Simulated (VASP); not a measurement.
# K2ScTlF6 (Fm-3m) in VASP: notebook

Runs on K2ScTlF6. Level: LDA. Tasks: single point.

All numbers are computed with VASP 6.6.1; they aren't measurements. Logs are shortened: lines on timing, memory, paths and dates and some standing lists are left out, and cuts for length are marked.

### Step 1. The cell of the first run

The structure is cubic, space group Fm-3m (No. 225). Conventional cell: a = 9.347 Å, b = 9.347 Å, c = 9.347 Å, α = 90.00°, β = 90.00°, γ = 90.00°. K (site symmetry -43m) has 12 F at 3.32 Å and 4 Sc at 4.05 Å and 4 Tl at 4.05 Å within 4.4 Å. Sc (site symmetry m-3m) has 6 F at 2.03 Å within 2.7 Å. Tl (site symmetry m-3m) has 6 F at 2.64 Å within 3.5 Å. F (site symmetry 4mm) has 1 Sc at 2.03 Å and 1 Tl at 2.64 Å within 2.7 Å.

### Step 2. Single point, LDA

Contents of INCAR:

```
ALGO = Normal
EDIFF = 1E-6
ENCUT = 520
GGA = CA
ISIF = 2
ISMEAR = 0
LASPH = T
LCHARG = F
LREAL = F
LWAVE = F
NBANDS = 53
NELECT = 84.25
NELM = 80
PREC = Accurate
SIGMA = 0.05
```

Contents of KPOINTS:

```
k-points
0
Gamma
  6 6 6
```

Contents of POSCAR:

```
K2ScTlF6
1.0
    0.0000000000      4.6736410000      4.6736410000
    4.6736410000      0.0000000000      4.6736410000
    4.6736410000      4.6736410000      0.0000000000
K Sc Tl F
2 1 1 6
Direct
    0.7500000000      0.7500000000      0.7500000000
    0.2500000000      0.2500000000      0.2500000000
    0.0000000000      0.0000000000      0.0000000000
    0.5000000000      0.5000000000      0.5000000000
    0.7826000000      0.2174000000      0.2174000000
    0.2174000000      0.2174000000      0.7826000000
    0.2174000000      0.7826000000      0.7826000000
    0.2174000000      0.7826000000      0.2174000000
    0.7826000000      0.2174000000      0.7826000000
    0.7826000000      0.7826000000      0.2174000000
```

Potentials or basis: VASP PAW LDA potentials, release 64 (K_sv, Sc_sv, Tl_d, F).

Command:

```console
> cat potpaw_LDA.64/K_sv/POTCAR potpaw_LDA.64/Sc_sv/POTCAR potpaw_LDA.64/Tl_d/POTCAR potpaw_LDA.64/F/POTCAR > POTCAR
> mpirun -np 1 vasp_std > vasp.out
```

OUTCAR:

```text
EDIFF = 1E-6
   ENCUT = 520
   GGA = CA
   ISIF = 2
   ISMEAR = 0
   LASPH = T
   LREAL = F
   NELECT = 84.25
   NELM = 80
   PREC = Accurate

 ion  position               nearest neighbor table
   1  0.750  0.750  0.750-
   2  0.250  0.250  0.250-
   3  0.000  0.000  0.000-   5 2.03   6 2.03   7 2.03   8 2.03   9 2.03  10 2.03
   4  0.500  0.500  0.500-   5 2.64   6 2.64   7 2.64   8 2.64   9 2.64  10 2.64
   5  0.783  0.217  0.217-   3 2.03   4 2.64
   6  0.217  0.217  0.783-   3 2.03   4 2.64
   7  0.217  0.783  0.783-   3 2.03   4 2.64
   8  0.217  0.783  0.217-   3 2.03   4 2.64
   9  0.783  0.217  0.783-   3 2.03   4 2.64
  10  0.783  0.783  0.217-   3 2.03   4 2.64

  LATTYP: Found a face centered cubic cell.
 ALAT       =     9.3472820000

  Lattice vectors:

 A1 = (   0.0000000000,   4.6736410000,   4.6736410000)
 A2 = (   4.6736410000,   0.0000000000,   4.6736410000)
 A3 = (   4.6736410000,   4.6736410000,   0.0000000000)

Analysis of symmetry for initial positions (statically):
=====================================================================
 Subroutine PRICEL returns:
 Original cell was already a primitive cell.

 Routine SETGRP: Setting up the symmetry group for a
 face centered cubic supercell.

 Subroutine GETGRP returns: Found 48 space group operations
 (whereof 48 operations were pure point group operations)
 out of a pool of 48 trial point group operations.

The static configuration has the point symmetry O_h .

Analysis of symmetry for dynamics (positions and initial velocities):
=====================================================================
 Subroutine PRICEL returns:
 Original cell was already a primitive cell.

 Routine SETGRP: Setting up the symmetry group for a
 face centered cubic supercell.

 Subroutine GETGRP returns: Found 48 space group operations
 (whereof 48 operations were pure point group operations)
 out of a pool of 48 trial point group operations.

The dynamic configuration has the point symmetry O_h .

 Subroutine INISYM returns: Found 48 space group operations
 (whereof 48 operations are pure point group operations),
 and found     1 'primitive' translations

----------------------------------------------------------------------------------------

                                     Primitive cell

  volume of cell :     204.1719

  direct lattice vectors                    reciprocal lattice vectors
     0.000000000  4.673641000  4.673641000    -0.106982971  0.106982971  0.106982971
     4.673641000  0.000000000  4.673641000     0.106982971 -0.106982971  0.106982971
     4.673641000  4.673641000  0.000000000     0.106982971  0.106982971 -0.106982971

  length of vectors
     6.609526488  6.609526488  6.609526488     0.185299941  0.185299941  0.185299941

  position of ions in fractional coordinates (direct lattice)
     0.750000000  0.750000000  0.750000000
     0.250000000  0.250000000  0.250000000
     0.000000000  0.000000000  0.000000000
     0.500000000  0.500000000  0.500000000
     0.782600000  0.217400000  0.217400000
     0.217400000  0.217400000  0.782600000
     0.217400000  0.782600000  0.782600000
     0.217400000  0.782600000  0.217400000
     0.782600000  0.217400000  0.782600000
     0.782600000  0.782600000  0.217400000

  ion indices of the primitive-cell ions
   primitive index   ion index
                 1           1
                 2           2
                 3           3
                 4           4
                 5           5
                 6           6
                 7           7
                 8           8
                 9           9
                10          10

----------------------------------------------------------------------------------------

 KPOINTS: k-points

Automatic generation of k-mesh.
 Grid dimensions read from file:
 generate k-points for:    6    6    6

 Generating k-lattice:

  Cartesian coordinates                     Fractional coordinates (reciprocal lattice)
    -0.017830495  0.017830495  0.017830495     0.166666667  0.000000000  0.000000000
     0.017830495 -0.017830495  0.017830495     0.000000000  0.166666667  0.000000000
     0.017830495  0.017830495 -0.017830495     0.000000000  0.000000000  0.166666667

  Length of vectors
     0.030883324  0.030883324  0.030883324

  Shift w.r.t. Gamma in fractional coordinates (k-lattice)
     0.000000000  0.000000000  0.000000000

 Subroutine IBZKPT returns following result:
 ===========================================

 Found     16 irreducible k-points:

 Following reciprocal coordinates:
            Coordinates               Weight
  0.000000  0.000000  0.000000      1.000000
  0.166667  0.000000  0.000000      8.000000
  0.333333  0.000000  0.000000      8.000000
  0.500000  0.000000  0.000000      4.000000
  0.166667  0.166667  0.000000      6.000000
  0.333333  0.166667  0.000000     24.000000
[... 8 lines left out ...]
 -0.333333  0.333333  0.166667     24.000000
 -0.333333  0.500000  0.166667     12.000000
   k-points           NKPTS =     16   k-points in BZ     NKDIM =     16   number of bands    NBANDS=     53
   number of dos      NEDOS =    301   number of ions     NIONS =     10
   total plane-waves  NPLWV = 125000
   dimension x,y,z NGX =    50 NGY =   50 NGZ =   50
   dimension x,y,z NGXF=   100 NGYF=  100 NGZF=  100
   ions per type =               2   1   1   6
   NGX,Y,Z   is equivalent  to a cutoff of  12.58, 12.58, 12.58 a.u.
   NGXF,Y,Z  is equivalent  to a cutoff of  25.15, 25.15, 25.15 a.u.
 SYSTEM =  unknown system
   PREC   = accura    normal or accurate (medium, high low for compatibility)
   ISTART =      0    job   : 0-new  1-cont  2-samecut
   ICHARG =      2    charge: 1-file 2-atom 10-const
   ISPIN  =      1    spin polarized calculation?
   LNONCOLLINEAR =      F non collinear calculations
   LSORBIT =      F    spin-orbit coupling
   LASPH  =      T    aspherical Exc in radial PAW
   ENCUT  =  520.0 eV  38.22 Ry    6.18 a.u.  12.29 12.29 12.29*2*pi/ulx,y,z
   NELM   =     80;   NELMIN=  2; NELMDL= -5     # of ELM steps
   EDIFF  = 0.1E-05   stopping-criterion for ELM
   LREAL  =      F    real-space projection
[... 7 lines left out ...]
   TEBEG  =    0.0;   TEEND  =   0.0 temperature during run
   PSTRESS=    0.0 pullay stress
   NELECT =      84.2500    total number of electrons
   NUPDOWN=      -1.0000    fix difference up-down
   EMIN   =  10.00;   EMAX   =-10.00  energy-range for DOS
   EFERMI =   0.00;   METHOD = LEGACY
   ISMEAR =     0;   SIGMA  =   0.05  broadening in eV -4-tet -1-fermi 0-gaus
   EFERMI_NEDOS =   21; number of points for ismear=-14 and -15
   IALGO  =     38    algorithm
   IMIX   =      4    mixing-type and parameters
     AMIX     =   0.40;   BMIX     =  1.00
     AMIX_MAG =   1.60;   BMIX_MAG =  1.00
  volume/ion in A,a.u.               =      20.42       137.78
  Fermi-wavevector in a.u.,A,eV,Ry     =   1.218801  2.303200 20.211125  1.485476
  Thomas-Fermi vector in A             =   2.354075
   LORBIT       =      0    0 simple, 1 ext, 2 COOP (PROOUT), +10 PAW based schemes
   GGA     = CA    functional components
   LHFCALC =     F    Hartree Fock is set to
   AEXX    =    0.0000 exact exchange contribution
   IVDW    =     0    specifies the selected vdW correction
   LEPSILON=     F    determine dielectric tensor
   LRPA    =     F    only Hartree local field effects (RPA)
 non-spin polarized calculation
 Gauss-broadening in eV      SIGMA  =   0.05
  energy-cutoff  :      520.00
  volume of cell :      204.17
 maximum number of plane-waves:      5577
 NGX is ok and might be reduce to    50
   NGX = 25   NGY = 25   NGZ = 25

 number of electron      84.2500012 magnetization

 Free energy of the ion-electron system (eV)
  ---------------------------------------------------
  ext. energy  EPLUGINS =         0.00000000
  ---------------------------------------------------
  free energy    TOTEN  =       -54.90842662 eV

  energy without entropy =      -54.90110846  energy(sigma->0) =      -54.90476754

 E-fermi :   3.3274     XC(G=0):  -8.8019

 val. band max:        3.2874283053   @ k =   0.3333   0.0000   0.0000
 cond. band min:       3.3399832709   @ k =   0.3333   0.1667   0.0000
 fundamental gap:      0.0525549656
 Fermi energy:         3.3274417315

 k-point     1 :       0.0000    0.0000    0.0000
  band No.  band energies     occupation
      1     -47.9279      2.00000
      2     -29.4347      2.00000
      3     -29.4296      2.00000
      4     -27.1776      2.00000
      5     -27.1776      2.00000
      6     -27.1776      2.00000
[... 45 lines left out ...]
     52       6.6927      0.00000
     53       6.6951      0.00000

 k-point     2 :       0.1667    0.0000    0.0000
  band No.  band energies     occupation
      1     -47.9279      2.00000
      2     -29.4344      2.00000
      3     -29.4299      2.00000
      4     -27.1776      2.00000
      5     -27.1775      2.00000
      6     -27.1775      2.00000
[... 45 lines left out ...]
     52       6.6396      0.00000
     53       6.7167      0.00000

 k-point     3 :       0.3333    0.0000    0.0000
  band No.  band energies     occupation
      1     -47.9279      2.00000
      2     -29.4334      2.00000
      3     -29.4308      2.00000
      4     -27.1778      2.00000
      5     -27.1775      2.00000
      6     -27.1775      2.00000
[... 45 lines left out ...]
     52       6.7815      0.00000
     53       6.8191      0.00000
[... 617 lines left out ...]
 k-point    15 :      -0.3333    0.3333    0.1667
  band No.  band energies     occupation
      1     -47.9279      2.00000
      2     -29.4321      2.00000
      3     -29.4320      2.00000
      4     -27.1778      2.00000
      5     -27.1775      2.00000
      6     -27.1775      2.00000
[... 45 lines left out ...]
     52       6.5837      0.00000
     53       6.8762      0.00000

 k-point    16 :      -0.3333    0.5000    0.1667
  band No.  band energies     occupation
      1     -47.9279      2.00000
      2     -29.4325      2.00000
      3     -29.4316      2.00000
      4     -27.1777      2.00000
      5     -27.1776      2.00000
      6     -27.1775      2.00000
[... 45 lines left out ...]
     52       6.5665      0.00000
     53       6.6885      0.00000

------------------------ aborting loop because EDIFF is reached ----------------------------------------

  FORCE on cell =-STRESS in cart. coord.  units (eV):
  Direction    XX          YY          ZZ          XY          YZ          ZX
  --------------------------------------------------------------------------------------
  -------------------------------------------------------------------------------------
  Total       -3.9863559     -3.9863559     -3.9863559      0.0000000      0.0000000     -0.0000000
  in kB      -31.2817187    -31.2817187    -31.2817187      0.0000000      0.0000000     -0.0000000
  external PRESSURE =     -31.2817187 kB  Pullay stress =       0.0000000 kB

 VOLUME and BASIS-vectors are now :
 -----------------------------------------------------------------------------
  energy-cutoff  :      520.00
  volume of cell :      204.17
      direct lattice vectors                 reciprocal lattice vectors
     0.000000000  4.673641000  4.673641000    -0.106982971  0.106982971  0.106982971
     4.673641000  0.000000000  4.673641000     0.106982971 -0.106982971  0.106982971
     4.673641000  4.673641000  0.000000000     0.106982971  0.106982971 -0.106982971

 POSITION                                       TOTAL-FORCE (eV/Angst)
 -----------------------------------------------------------------------------------
      7.01046      7.01046      7.01046         0.000000     -0.000000      0.000000
      2.33682      2.33682      2.33682         0.000000     -0.000000      0.000000
      0.00000      0.00000      0.00000         0.000000     -0.000000      0.000000
      4.67364      4.67364      4.67364         0.000000     -0.000000      0.000000
      2.03210      4.67364      4.67364        -0.323791     -0.000000      0.000000
      4.67364      4.67364      2.03210         0.000000     -0.000000     -0.323791
      7.31518      4.67364      4.67364         0.323791     -0.000000      0.000000
      4.67364      2.03210      4.67364         0.000000     -0.323791      0.000000
      4.67364      7.31518      4.67364         0.000000      0.323791      0.000000
      4.67364      4.67364      7.31518         0.000000     -0.000000      0.323791
 -----------------------------------------------------------------------------------
    total drift:                               -0.000000     -0.000000     -0.000000

  FREE ENERGIE OF THE ION-ELECTRON SYSTEM (eV)
  ---------------------------------------------------
  free  energy   TOTEN  =       -54.9084266245 eV

  energy  without entropy=      -54.9011084603  energy(sigma->0) =      -54.90476754
```

Run time: 2.3 min. Hardware: 1 thread of AMD EPYC 9R45 (Zen 5), shared host; peak memory 0.35 GiB.

Results:

| Quantity | Value |
| --- | --- |
| Free energy | -54.9084 eV |
| Largest force | 0.324 eV/Å |

Forces in eV/Å, atoms in the order of the input:
```
K    0.000  0.000  0.000
K    0.000  0.000  0.000
Sc   0.000  0.000  0.000
Tl   0.000  0.000  0.000
F   -0.324  0.000  0.000
F    0.000  0.000 -0.324
F    0.324  0.000  0.000
F    0.000 -0.324  0.000
F    0.000  0.324  0.000
F    0.000  0.000  0.324
```

Levels at points of the mesh, in eV from the Fermi level:
| k point | band 38 | band 39 | band 40 | band 41 | band 42 | band 43 | band 44 | band 45 | band 46 | band 47 |
| --- | --- | --- | --- | --- | --- | --- | --- | --- | --- | --- |
| (0.00, 0.00, 0.00) | -6.67 | -6.29 | -6.29 | -6.29 | -5.15 | 0.35 | 0.82 | 0.82 | 0.82 | 1.17 |
| (0.50, 0.00, 0.00) | -6.56 | -6.42 | -6.42 | -6.36 | -4.48 | -0.09 | 0.69 | 0.69 | 0.94 | 1.15 |
| (0.50, 0.50, 0.00) | -6.69 | -6.45 | -6.45 | -6.30 | -5.07 | 0.29 | 0.85 | 0.90 | 0.90 | 1.27 |

Caveat: the cell carries a net charge on a neutralising background, which shifts energy and pressure; the cell is charged against a uniform background, so pressure and absolute levels hang on convention; spin-orbit coupling is left out, which moves the levels of the heavy elements.

### Step 3. Single point, LDA

This run uses another cell than the first one, of 19.19 Å³/atom.

Contents of INCAR:

```
ALGO = Normal
EDIFF = 1E-7
ENCUT = 520
ISIF = 2
ISMEAR = 0
LASPH = True
LCHARG = False
LREAL = False
LWAVE = False
NBANDS = 53
NELM = 60
PREC = Accurate
SIGMA = 0.05
```

KPOINTS is that of step 2.

POSCAR: that of step 2 with these lines changed.

```diff
@@ -2,5 +2,5 @@
 1.0
-    0.0000000000      4.6736410000      4.6736410000
-    4.6736410000      0.0000000000      4.6736410000
-    4.6736410000      4.6736410000      0.0000000000
+    0.0000000000      4.5782338007      4.5782338007
+    4.5782338007      0.0000000000      4.5782338007
+    4.5782338007      4.5782338007      0.0000000000
 K Sc Tl F
```

Potentials or basis: VASP PAW LDA potentials, release 64 (K_sv, Sc_sv, Tl_d, F).

Command:

```console
> cat potpaw_LDA.64/K_sv/POTCAR potpaw_LDA.64/Sc_sv/POTCAR potpaw_LDA.64/Tl_d/POTCAR potpaw_LDA.64/F/POTCAR > POTCAR
> mpirun -np 1 vasp_std > vasp.out
```

It took 2 min on 1 thread of AMD EPYC 9R45 (Zen 5), shared host; peak memory 0.33 GiB.

Results (log left out):

| Property | Result |
| --- | --- |
| Free energy | -55.9771 eV |
| Pressure | -2.0 GPa |
| Largest force | 0.188 eV/Å |
| Band gap on the k mesh | 4.33 eV |

Forces in eV/Å, atoms in the order of the input:
```
K    0.000  0.000  0.000
K    0.000  0.000  0.000
Sc   0.000  0.000  0.000
Tl   0.000  0.000  0.000
F    0.188  0.000  0.000
F    0.000  0.000  0.188
F   -0.188  0.000  0.000
F    0.000  0.188  0.000
F    0.000 -0.188  0.000
F    0.000  0.000 -0.188
```

Levels at points of the mesh, in eV from the valence-band top:
| k point | band 40 | band 41 | band 42 | band 43 | band 44 | band 45 |
| --- | --- | --- | --- | --- | --- | --- |
| (0.00, 0.00, 0.00) | -2.14 | -2.14 | -0.70 | 4.84 | 5.36 | 5.36 |
| (0.50, 0.00, 0.00) | -2.28 | -2.22 | 0.00 | 4.33 | 5.15 | 5.15 |
| (0.50, 0.50, 0.00) | -2.31 | -2.15 | -0.64 | 4.72 | 5.38 | 5.46 |

Caveat: spin-orbit coupling is left out, which moves the levels of the heavy elements. A k mesh can miss the band edges.

### Step 4. Single point, LDA

Contents of INCAR:

```
PREC     = Accurate       # precision mode
ENCUT    = 520            # plane-wave cutoff, eV
EDIFF    = 1E-6           # SCF threshold, eV
ISMEAR   = 0              # smearing method
SIGMA    = 0.05           # smearing width, eV
LREAL    = False          # projectors in reciprocal space
LASPH    = True           # aspherical terms in the spheres
NELM     = 80             # most SCF steps
ALGO     = Normal         # electronic algorithm
ISIF     = 2              # what is computed and relaxed
LWAVE    = False          # write WAVECAR
LCHARG   = False          # write CHGCAR
GGA      = CA             # functional
NBANDS   = 53             # bands
```

Contents of KPOINTS:

```
regular mesh
0
Gamma
  6 6 6
```

POSCAR: that of step 3 with these lines changed.

```diff
@@ -2,5 +2,5 @@
 1.0
-    0.0000000000      4.5782338007      4.5782338007
-    4.5782338007      0.0000000000      4.5782338007
-    4.5782338007      4.5782338007      0.0000000000
+    0.0000000000      4.6736410000      4.6736410000
+    4.6736410000      0.0000000000      4.6736410000
+    4.6736410000      4.6736410000      0.0000000000
 K Sc Tl F
```

Command:

```console
> cat potpaw_LDA.64/K_sv/POTCAR potpaw_LDA.64/Sc_sv/POTCAR potpaw_LDA.64/Tl_d/POTCAR potpaw_LDA.64/F/POTCAR > POTCAR
> mpirun -np 1 vasp_std > vasp.out
```

Wall time 2.2 min (1 thread of AMD EPYC 9R45 (Zen 5), shared host); peak memory 0.35 GiB.

The run converged. Its results:

- Free energy: -55.7368 eV
- Pressure: -4.6 GPa
- Largest force: 0.263 eV/Å
- Band gap on the k mesh: 4.44 eV

Forces in eV/Å, atoms in the order of the input:
```
K    0.000  0.000  0.000
K    0.000  0.000  0.000
Sc   0.000  0.000  0.000
Tl   0.000  0.000  0.000
F   -0.263  0.000  0.000
F    0.000  0.000 -0.263
F    0.263  0.000  0.000
F    0.000 -0.263  0.000
F    0.000  0.263  0.000
F    0.000  0.000  0.263
```

Levels at points of the mesh, in eV from the valence-band top:
```
           k point  band 38  band 39  band 40  band 41  band 42  band 43  band 44  band 45  band 46  band 47
(0.00, 0.00, 0.00)    -2.16    -1.78    -1.78    -1.78    -0.68     4.90     5.31     5.31     5.31     5.67
(0.50, 0.00, 0.00)    -2.05    -1.91    -1.91    -1.85     0.00     4.44     5.18     5.18     5.43     5.64
(0.50, 0.50, 0.00)    -2.18    -1.94    -1.94    -1.79    -0.59     4.82     5.34     5.39     5.39     5.78
```

Caveat: the cell stands under tension; spin-orbit coupling is left out, which moves the levels of the heavy elements. A k mesh can miss the band edges.
